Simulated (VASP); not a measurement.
# Sb (Pm-3m) in VASP: a series of runs

Runs on Sb. Level: r2SCAN. Tasks: single point.

All numbers are computed with VASP 6.6.1; they aren't measurements. Logs are shortened: lines on timing, memory, paths and dates and some standing lists are left out, and cuts for length are marked.

## Step 1: The cell of the first run

It takes space group Pm-3m (No. 221, cubic). Conventional cell: a = 2.907 Å, b = 2.907 Å, c = 2.907 Å, α = 90.00°, β = 90.00°, γ = 90.00°. Sb (site symmetry m-3m) has 6 Sb at 2.91 Å within 3.8 Å.

This isn't the form of Sb at room conditions, which is rhombohedral.

## Step 2: Single point, r2SCAN (strain -0.080 along x and y, -0.080 along z)

Input file POSCAR:

```
Sb
1.0
    2.9072000000      0.0000000000      0.0000000000
    0.0000000000      2.9072000000      0.0000000000
    0.0000000000      0.0000000000      2.9072000000
Sb
1
Direct
    0.0000000000      0.0000000000      0.0000000000
```

Input file INCAR.step1:

```
ALGO = Normal ; EDIFF = 1E-4
ENCUT = 520 ; GGA = PE
ISMEAR = 0 ; LASPH = T
LCHARG = F ; LREAL = F
LWAVE = T ; NBANDS = 8
NELM = 80 ; PREC = Accurate
SIGMA = 0.15
```

Input file INCAR.step2:

```
ALGO = Normal ; EDIFF = 1E-7
ENCUT = 520 ; ISIF = 2
ISMEAR = 0 ; ISTART = 1
LASPH = T ; LCHARG = F
LMIXTAU = T ; LREAL = F
LWAVE = F ; METAGGA = R2SCAN
NBANDS = 8 ; NELM = 80
PREC = Accurate ; SIGMA = 0.15
```

Input file KPOINTS:

```
k-points
0
Gamma
  16 16 16
```

Potentials or basis: VASP PAW PBE potentials, release 64 (Sb).

On the command line:

```sh
$ cat potpaw_PBE.64/Sb/POTCAR > POTCAR
$ cp INCAR.step1 INCAR
$ mpirun -np 1 vasp_std > vasp.out
$ cp INCAR.step2 INCAR
$ mpirun -np 1 vasp_std > vasp.out
```

OUTCAR:

```text
EDIFF = 1E-7
   ENCUT = 520
   ISIF = 2
   ISMEAR = 0
   ISTART = 1
   LASPH = T
   LREAL = F
   METAGGA = R2SCAN
   NELM = 80
   PREC = Accurate

 ion  position               nearest neighbor table
   1  0.000  0.000  0.000-

  LATTYP: Found a simple cubic cell.
 ALAT       =     2.9072000000

  Lattice vectors:

 A1 = (   2.9072000000,   0.0000000000,   0.0000000000)
 A2 = (   0.0000000000,   2.9072000000,   0.0000000000)
 A3 = (   0.0000000000,   0.0000000000,   2.9072000000)

Analysis of symmetry for initial positions (statically):
=====================================================================
 Subroutine PRICEL returns:
 Original cell was already a primitive cell.

 Routine SETGRP: Setting up the symmetry group for a
 simple cubic supercell.

 Subroutine GETGRP returns: Found 48 space group operations
 (whereof 48 operations were pure point group operations)
 out of a pool of 48 trial point group operations.

The static configuration has the point symmetry O_h .

Analysis of symmetry for dynamics (positions and initial velocities):
=====================================================================
 Subroutine PRICEL returns:
 Original cell was already a primitive cell.

 Routine SETGRP: Setting up the symmetry group for a
 simple cubic supercell.

 Subroutine GETGRP returns: Found 48 space group operations
 (whereof 48 operations were pure point group operations)
 out of a pool of 48 trial point group operations.

The dynamic configuration has the point symmetry O_h .

 Subroutine INISYM returns: Found 48 space group operations
 (whereof 48 operations are pure point group operations),
 and found     1 'primitive' translations

----------------------------------------------------------------------------------------

                                     Primitive cell

  volume of cell :      24.5711

  direct lattice vectors                    reciprocal lattice vectors
     2.907200000  0.000000000  0.000000000     0.343973583  0.000000000  0.000000000
     0.000000000  2.907200000  0.000000000     0.000000000  0.343973583  0.000000000
     0.000000000  0.000000000  2.907200000     0.000000000  0.000000000  0.343973583

  length of vectors
     2.907200000  2.907200000  2.907200000     0.343973583  0.343973583  0.343973583

  position of ions in fractional coordinates (direct lattice)
     0.000000000  0.000000000  0.000000000

  ion indices of the primitive-cell ions
   primitive index   ion index
                 1           1

----------------------------------------------------------------------------------------

 KPOINTS: k-points

Automatic generation of k-mesh.
 Grid dimensions read from file:
 generate k-points for:   16   16   16

 Generating k-lattice:

  Cartesian coordinates                     Fractional coordinates (reciprocal lattice)
     0.021498349  0.000000000  0.000000000     0.062500000  0.000000000  0.000000000
     0.000000000  0.021498349  0.000000000     0.000000000  0.062500000  0.000000000
     0.000000000  0.000000000  0.021498349     0.000000000  0.000000000  0.062500000

  Length of vectors
     0.021498349  0.021498349  0.021498349

  Shift w.r.t. Gamma in fractional coordinates (k-lattice)
     0.000000000  0.000000000  0.000000000

 Subroutine IBZKPT returns following result:
 ===========================================

 Found    165 irreducible k-points:

 Following reciprocal coordinates:
            Coordinates               Weight
  0.000000  0.000000  0.000000      1.000000
  0.062500  0.000000  0.000000      6.000000
  0.125000  0.000000  0.000000      6.000000
  0.187500  0.000000  0.000000      6.000000
  0.250000  0.000000  0.000000      6.000000
  0.312500  0.000000  0.000000      6.000000
[... 16 lines left out ...]
  0.437500  0.125000  0.000000     24.000000
  0.500000  0.125000  0.000000     12.000000
 [... further k-points ...]
   k-points           NKPTS =    165   k-points in BZ     NKDIM =    165   number of bands    NBANDS=      8
   number of dos      NEDOS =    301   number of ions     NIONS =      1
   total plane-waves  NPLWV =  13824
   dimension x,y,z NGX =    24 NGY =   24 NGZ =   24
   dimension x,y,z NGXF=    48 NGYF=   48 NGZF=   48
   ions per type =               1
   NGX,Y,Z   is equivalent  to a cutoff of  13.72, 13.72, 13.72 a.u.
   NGXF,Y,Z  is equivalent  to a cutoff of  27.45, 27.45, 27.45 a.u.
 SYSTEM =  unknown system
   PREC   = accura    normal or accurate (medium, high low for compatibility)
   ISTART =      1    job   : 0-new  1-cont  2-samecut
   ICHARG =      0    charge: 1-file 2-atom 10-const
   ISPIN  =      1    spin polarized calculation?
   LNONCOLLINEAR =      F non collinear calculations
   LSORBIT =      F    spin-orbit coupling
   LASPH  =      T    aspherical Exc in radial PAW
   ENCUT  =  520.0 eV  38.22 Ry    6.18 a.u.   5.41  5.41  5.41*2*pi/ulx,y,z
   NELM   =     80;   NELMIN=  2; NELMDL=  0     # of ELM steps
   EDIFF  = 0.1E-06   stopping-criterion for ELM
   LREAL  =      F    real-space projection
   EDIFFG = 0.1E-05   stopping-criterion for IOM
   NSW    =      0    number of steps for IOM
   IBRION =     -1    ionic relax: 0-MD 1-quasi-New 2-CG
   NFREE  =      0    steps in history (QN), initial steepest desc. (CG)
   ISIF   =      2    stress and relaxation
   ISYM   =      2    0-nonsym 1-usesym 2-fastsym
   POTIM  = 0.5000    time-step for ionic-motion
   TEBEG  =    0.0;   TEEND  =   0.0 temperature during run
   PSTRESS=    0.0 pullay stress
   NELECT =       5.0000    total number of electrons
   NUPDOWN=      -1.0000    fix difference up-down
   EMIN   =  10.00;   EMAX   =-10.00  energy-range for DOS
   EFERMI =   0.00;   METHOD = LEGACY
   ISMEAR =     0;   SIGMA  =   0.15  broadening in eV -4-tet -1-fermi 0-gaus
   EFERMI_NEDOS =   21; number of points for ismear=-14 and -15
   IALGO  =     38    algorithm
   IMIX   =      4    mixing-type and parameters
     AMIX     =   0.40;   BMIX     =  1.00
     AMIX_MAG =   1.60;   BMIX_MAG =  1.00
  volume/ion in A,a.u.               =      24.57       165.81
  Fermi-wavevector in a.u.,A,eV,Ry     =   0.962919  1.819654 12.615508  0.927214
  Thomas-Fermi vector in A             =   2.092420
   LORBIT       =      0    0 simple, 1 ext, 2 COOP (PROOUT), +10 PAW based schemes
   METAGGA = R2SCAN    functional components
   LHFCALC =     F    Hartree Fock is set to
   AEXX    =    0.0000 exact exchange contribution
   IVDW    =     0    specifies the selected vdW correction
   LEPSILON=     F    determine dielectric tensor
   LRPA    =     F    only Hartree local field effects (RPA)
 non-spin polarized calculation
 Gauss-broadening in eV      SIGMA  =   0.15
  energy-cutoff  :      520.00
  volume of cell :       24.57
 maximum number of plane-waves:       691
 NGX is ok and might be reduce to    24
   NGX = 11   NGY = 11   NGZ = 11

 number of electron       4.9999999 magnetization

 Free energy of the ion-electron system (eV)
  ---------------------------------------------------
  ext. energy  EPLUGINS =         0.00000000
  ---------------------------------------------------
  free energy    TOTEN  =       -25.43168681 eV

  energy without entropy =      -25.42725979  energy(sigma->0) =      -25.42947330

 E-fermi :   9.8952     XC(G=0): -11.0017

 val. band max:        9.8806613134   @ k =   0.4375   0.4375   0.3750
 cond. band min:       9.9539045596   @ k =   0.4375   0.2500   0.0000
 fundamental gap:      0.0732432462
 Fermi energy:         9.8951836351

 k-point     1 :       0.0000    0.0000    0.0000
  band No.  band energies     occupation
      1      -4.9425      2.00000
      2      13.7258      0.00000
      3      13.7258      0.00000
      4      13.7258      0.00000
      5      17.2116      0.00000
      6      17.2116      0.00000
      7      20.2711      0.00000
      8      29.2797      0.00000

 k-point     2 :       0.0625    0.0000    0.0000
  band No.  band energies     occupation
      1      -4.8702      2.00000
      2      12.7297      0.00000
      3      13.8021      0.00000
      4      13.8021      0.00000
      5      17.2622      0.00000
      6      17.9456      0.00000
      7      20.6516      0.00000
      8      28.7258      0.00000

 k-point     3 :       0.1250    0.0000    0.0000
  band No.  band energies     occupation
      1      -4.6540      2.00000
      2      10.9082      0.00000
      3      14.0272      0.00000
      4      14.0272      0.00000
      5      17.4135      0.00000
      6      18.8125      0.00000
      7      21.9523      0.00000
      8      27.6888      0.00000

 k-point     4 :       0.1875    0.0000    0.0000
  band No.  band energies     occupation
      1      -4.2963      2.00000
      2       8.9927      2.00000
      3      14.3896      0.00000
      4      14.3896      0.00000
      5      17.6645      0.00000
      6      19.3374      0.00000
      7      23.8827      0.00000
      8      26.5411      0.00000

 k-point     5 :       0.2500    0.0000    0.0000
  band No.  band energies     occupation
      1      -3.8037      2.00000
      2       7.1504      2.00000
      3      14.8672      0.00000
      4      14.8672      0.00000
      5      18.0122      0.00000
      6      19.7909      0.00000
      7      25.3812      0.00000
      8      25.3812      0.00000
[... 177 lines left out ...]
 k-point    22 :       0.3750    0.1250    0.0000
  band No.  band energies     occupation
      1      -2.2135      2.00000
      2       4.2456      2.00000
      3      13.1992      0.00000
      4      16.3019      0.00000
      5      19.3732      0.00000
      6      20.1677      0.00000
      7      22.8891      0.00000
      8      23.5071      0.00000

 k-point    23 :       0.4375    0.1250    0.0000
  band No.  band energies     occupation
      1      -1.5652      2.00000
      2       3.1176      2.00000
      3      13.7079      0.00000
      4      16.7625      0.00000
      5      18.6570      0.00000
      6      20.6743      0.00000
      7      22.4961      0.00000
      8      22.8063      0.00000

 k-point    24 :       0.5000    0.1250    0.0000
  band No.  band energies     occupation
      1      -1.2605      2.00000
      2       2.6519      2.00000
      3      13.9252      0.00000
      4      16.9479      0.00000
      5      18.3452      0.00000
      6      21.0541      0.00000
      7      22.1114      0.00000
      8      22.5402      0.00000

 [... further k-points ...]
[... 5 lines left out ...]
  --------------------------------------------------------------------------------------
  -------------------------------------------------------------------------------------
  Total        2.5214189      2.5214189      2.5214189      0.0000000      0.0000000     -0.0000000
  in kB      164.4109930    164.4109930    164.4109930      0.0000000      0.0000000     -0.0000000
  external PRESSURE =     164.4109930 kB  Pullay stress =       0.0000000 kB

 VOLUME and BASIS-vectors are now :
 -----------------------------------------------------------------------------
  energy-cutoff  :      520.00
  volume of cell :       24.57
      direct lattice vectors                 reciprocal lattice vectors
     2.907200000  0.000000000  0.000000000     0.343973583  0.000000000  0.000000000
     0.000000000  2.907200000  0.000000000     0.000000000  0.343973583  0.000000000
     0.000000000  0.000000000  2.907200000     0.000000000  0.000000000  0.343973583

 POSITION                                       TOTAL-FORCE (eV/Angst)
 -----------------------------------------------------------------------------------
      0.00000      0.00000      0.00000         0.000000      0.000000      0.000000
 -----------------------------------------------------------------------------------
    total drift:                               -0.000000     -0.000000      0.000000

  FREE ENERGIE OF THE ION-ELECTRON SYSTEM (eV)
  ---------------------------------------------------
  free  energy   TOTEN  =       -25.4316868137 eV

  energy  without entropy=      -25.4272597944  energy(sigma->0) =      -25.42947330
```

Wall time 76 s (1 thread of Intel Xeon 8259CL, shared host); peak memory 0.17 GiB.

What came out:

```yaml
Free_energy: -25.4317 eV
Pressure: 16.4 GPa
Band_gap_on_the_k_mesh: zero (an odd number of electrons rules out a gap without spin polarisation)
```

Caveat: the cell differs from its parent crystal (strain -0.080 along x and y, -0.080 along z); the cell stands under pressure; the PAW data sets were made with another functional, which shifts forces and pressure a little; spin-orbit coupling is left out, which moves the levels of the heavy elements.

## Step 3: Single point, r2SCAN (strain -0.040 along x and y, -0.040 along z)

Input file POSCAR:

```
Sb
1.0
    3.0336000000      0.0000000000      0.0000000000
    0.0000000000      3.0336000000      0.0000000000
    0.0000000000      0.0000000000      3.0336000000
Sb
1
Direct
    0.0000000000      0.0000000000      0.0000000000
```

Input file INCAR.step1:

```
ALGO = Normal
EDIFF = 1E-4
ENCUT = 520
GGA = PE
ISMEAR = 0
LASPH = True
LCHARG = False
LREAL = False
LWAVE = True
NBANDS = 8
NELM = 60
PREC = Accurate
SIGMA = 0.15
```

Input file INCAR.step2:

```
ALGO = Normal
EDIFF = 1E-6
ENCUT = 520
ISIF = 2
ISMEAR = 0
ISTART = 1
LASPH = True
LCHARG = True
LELF = True
LMIXTAU = True
LREAL = False
LVHAR = True
LWAVE = False
METAGGA = R2SCAN
NBANDS = 8
NELM = 60
PREC = Accurate
SIGMA = 0.15
```

KPOINTS is that of step 2.

Potentials or basis: VASP PAW PBE potentials, release 64 (Sb).

On the command line:

```sh
$ cat potpaw_PBE.64/Sb/POTCAR > POTCAR
$ cp INCAR.step1 INCAR
$ mpirun -np 1 vasp_std > vasp.out
$ cp INCAR.step2 INCAR
$ mpirun -np 1 vasp_std > vasp.out
```

Wall time 74 s (1 thread of Intel Xeon 8259CL, shared host); peak memory 0.17 GiB.

The run converged. Its results:

| Item | Value |
| --- | --- |
| Free energy | -25.6276 eV |
| Pressure | 3.6 GPa |
| Band gap on the k mesh | zero (an odd number of electrons rules out a gap without spin polarisation) |

Levels at points of the mesh, in eV from the Fermi level:
| k point | band 1 | band 2 | band 3 | band 4 | band 5 | band 6 | band 7 |
| --- | --- | --- | --- | --- | --- | --- | --- |
| (0.00, 0.00, 0.00) | -13.52 | 3.62 | 3.62 | 3.62 | 7.31 | 7.31 | 9.60 |
| (0.50, 0.00, 0.00) | -10.69 | -6.35 | 6.00 | 6.00 | 9.53 | 11.54 | 12.20 |
| (0.50, 0.50, 0.00) | -7.60 | -4.10 | -4.10 | 2.23 | 8.51 | 14.06 | 14.21 |
| (0.50, 0.50, 0.50) | -4.01 | -1.94 | -1.94 | -1.94 | 5.07 | 5.07 | 5.07 |

Caveat: the cell differs from its parent crystal (strain -0.040 along x and y, -0.040 along z); the cell stands under pressure; the PAW data sets were made with another functional, which shifts forces and pressure a little; spin-orbit coupling is left out, which moves the levels of the heavy elements.

## Step 4: Single point, r2SCAN (strain +0.040 along x and y, +0.040 along z)

Input file POSCAR:

```
Sb
1.0
    3.2864000000      0.0000000000      0.0000000000
    0.0000000000      3.2864000000      0.0000000000
    0.0000000000      0.0000000000      3.2864000000
Sb
1
Direct
    0.0000000000      0.0000000000      0.0000000000
```

Input file INCAR.step1:

```
PREC = Accurate ; ENCUT = 520
ISMEAR = 0 ; SIGMA = 0.15
LREAL = False ; LASPH = True
NELM = 80 ; NBANDS = 8
GGA = PE ; ALGO = Normal
EDIFF = 1E-4 ; LWAVE = True
LCHARG = False
```

Input file INCAR.step2:

```
PREC = Accurate ; ENCUT = 520
EDIFF = 1E-7 ; ISMEAR = 0
SIGMA = 0.15 ; LREAL = False
LASPH = True ; NELM = 80
ALGO = Normal ; ISIF = 2
LWAVE = False ; LCHARG = False
METAGGA = R2SCAN ; LMIXTAU = True
NBANDS = 8 ; ISTART = 1
```

Input file KPOINTS:

```
Automatic mesh
0
Gamma
  16 16 16
```

On the command line:

```sh
$ cat potpaw_PBE.64/Sb/POTCAR > POTCAR
$ cp INCAR.step1 INCAR
$ mpirun -np 1 vasp_std > vasp.out
$ cp INCAR.step2 INCAR
$ mpirun -np 1 vasp_std > vasp.out
```

Run time: 2 min. Hardware: 1 thread of Intel Xeon 8259CL, shared host; peak memory 0.17 GiB.

It converged, with:

```yaml
Free_energy: -25.4713 eV
Pressure: -7.5 GPa
Band_gap_on_the_k_mesh: zero (an odd number of electrons rules out a gap without spin polarisation)
```

Levels at points of the mesh, in eV from the Fermi level:
| k point | band 1 | band 2 | band 3 | band 4 | band 5 | band 6 | band 7 |
| --- | --- | --- | --- | --- | --- | --- | --- |
| (0.00, 0.00, 0.00) | -11.74 | 2.96 | 2.96 | 2.96 | 7.10 | 7.10 | 8.02 |
| (0.50, 0.00, 0.00) | -9.77 | -4.73 | 4.55 | 4.55 | 8.89 | 10.77 | 10.99 |
| (0.50, 0.50, 0.00) | -7.71 | -3.05 | -3.05 | 3.08 | 6.13 | 12.13 | 13.16 |
| (0.50, 0.50, 0.50) | -5.45 | -1.48 | -1.48 | -1.48 | 5.43 | 5.43 | 5.43 |

Caveat: the cell differs from its parent crystal (strain +0.040 along x and y, +0.040 along z); the cell stands under tension; the PAW data sets were made with another functional, which shifts forces and pressure a little; spin-orbit coupling is left out, which moves the levels of the heavy elements.

## Step 5: Overview

| cell | gap on the mesh (eV) | pressure (GPa) |
| --- | --- | --- |
| a = 2.907 Å, 1 atom | none | 16.4 |
| a = 3.034 Å, 1 atom | none | 3.6 |
| a = 3.286 Å, 1 atom | none | -7.5 |

Alike in all rows: task single point; level r2SCAN; potentials or basis VASP PAW PBE potentials, release 64 (Sb); no spin polarisation; k mesh 16 × 16 × 16; cutoff (eV) 520; smearing gaussian 0.15 eV.

Caveats: the PAW data sets were made with another functional, which shifts forces and pressure a little; spin-orbit coupling is left out, which moves the levels of the heavy elements; the cell stands under pressure (at least some runs); the cell stands under tension (at least some runs).

Absolute energies hang on the potentials; compare differences alone.
